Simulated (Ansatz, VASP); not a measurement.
# Two plane-wave programs on Rb3Pt

The input INCAR:

```
PREC = Accurate ; ENCUT = 500
EDIFF = 1E-6 ; ISMEAR = 1
SIGMA = 0.06802846561497 ; LREAL = F
LASPH = T ; NELM = 120
ALGO = Normal ; ISIF = 2
LWAVE = F ; LCHARG = T
GGA = PE ; LELF = T
LVHAR = T ; NBANDS = 26
GGA_COMPAT = F
```

Contents of KPOINTS:

```
Automatic mesh
0
Gamma
  4 4 4
```

File POSCAR:

```
Rb3Pt
1.0
    5.4987900000      0.0000000000      0.0000000000
    0.0000000000      5.4987900000      0.0000000000
    0.0000000000      0.0000000000      5.4987900000
Rb Pt
3 1
Direct
    0.0000000000      0.0000000000      0.5000000000
    0.0000000000      0.5000000000      0.0000000000
    0.5000000000      0.0000000000      0.0000000000
    0.5000000000      0.5000000000      0.5000000000
```

Input for Ansatz:

```yaml
crystal:
  lattice:
    - [5.49879, 0.0, 0.0]
    - [0.0, 5.49879, 0.0]
    - [0.0, 0.0, 5.49879]
  atoms:
    - { symbol: Rb, position: [0.0, 0.0, 0.5] }
    - { symbol: Rb, position: [0.0, 0.5, 0.0] }
    - { symbol: Rb, position: [0.5, 0.0, 0.0] }
    - { symbol: Pt, position: [0.5, 0.5, 0.5] }
basis:
  ecutwfc: 420
kpoints:
  mp_grid: { grid: [4, 4, 4] }
hamiltonian:
  xc: pbe
scf:
  occupations: { method: cold, width: "0.005 Ry" }
output:
  forces: true
  stress: true
  eigenvalues: true
```

Alike in both runs: task single point; functional PBE; k mesh 4 × 4 × 4; no spin polarisation.

```csv
,VASP,Ansatz
version,VASP 6.6.1,Ansatz 0.2.0
potentials or method,"VASP PAW PBE potentials, release 64 (Rb_sv, Pt), cutoff 500 eV","scalar-relativistic, plane waves, PAW"
occupations,"methfessel-paxton of order 1, width 0.0680285 eV",cold
valence electrons in the cell,37,45
```

|  | VASP | Ansatz | Ansatz less VASP |
| --- | --- | --- | --- |
| gap on the k mesh at the Fermi level (eV) | none | none | - |
| pressure (GPa) | -0.1 | -0.1 | -0.01 |

A gap of «none» marks a metal or a gap that the smearing closes. VASP's potentials hold 37 valence electrons a cell and Ansatz's 45, so a difference there can come from the potentials and not from the codes.

Neither program's run includes spin-orbit coupling.
